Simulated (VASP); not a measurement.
Write the native input for VASP 6.6.1 that does the following.

```yaml
Task: single point
Functional: PBE
Potentials_or_basis: VASP PAW PBE potentials, release 64 (Co, O)
Cutoff: 520 eV
k_mesh: 16 × 16 × 16
Occupations: gaussian, width 0.05 eV
Spin: no spin polarisation
Hubbard_terms: Co d U = 4.0 eV
Dipole_correction: no
Further_INCAR_settings: ALGO = Normal; EDIFF = 1e-07; NBANDS = 14
```

The structure of CoO lies in POSCAR:

```
CoO
1.0
    2.6161540276      0.0000000000      0.0000000000
    0.0000000000      2.6161540276      0.0000000000
    0.0000000000      0.0000000000      2.6161540276
Co O
1 1
Direct
    0.0000000000      0.0000000000      0.0000000000
    0.5000000000      0.5000000000      0.5000000000
```

These files were run (other wordings do the same):

INCAR

```
ALGO     = Normal         # electronic algorithm
EDIFF    = 1E-7           # SCF threshold, eV
ENCUT    = 520            # plane-wave cutoff, eV
GGA      = PE             # functional
ISIF     = 2              # what is computed and relaxed
ISMEAR   = 0              # smearing method
LASPH    = True           # aspherical terms in the spheres
LCHARG   = True           # write CHGCAR
LDAU     = True           # DFT+U
LDAUJ    = 0 0          
LDAUL    = 2 -1           # shell
LDAUPRINT= 1            
LDAUTYPE = 2            
LDAUU    = 4 0            # U, eV
LELF     = True           # ELF
LMAXMIX  = 4              # l up to which the mixer works
LREAL    = False          # projectors in reciprocal space
LVHAR    = True         
LWAVE    = False          # write WAVECAR
NBANDS   = 14             # bands
NELM     = 150            # most SCF steps
PREC     = Accurate       # precision mode
SIGMA    = 0.05           # smearing width, eV
```

KPOINTS

```
k-points
0
Gamma
  16 16 16
```

Potentials or basis: VASP PAW PBE potentials, release 64 (Co, O).

Launch:

```console
$ cat potpaw_PBE.64/Co/POTCAR potpaw_PBE.64/O/POTCAR > POTCAR
$ mpirun -np 1 vasp_std > vasp.out
```

Results of the run:

```json
{
 "Pressure": "-15.8 GPa",
 "Band gap on the k mesh": "zero (an odd number of electrons rules out a gap without spin polarisation)"
}
```

Caveat: the cell stands under tension; an odd number of electrons without spin polarisation forces a metal; a magnetic or distorted state may lie lower; the run has no spin polarisation, though such a crystal can be magnetic; U without spin polarisation on a metal has little footing.

Wall time 22 s on 1 thread of AMD EPYC 9R45 96-Core Processor (Zen 5), with other jobs on the host, peak memory 0.13 GiB.
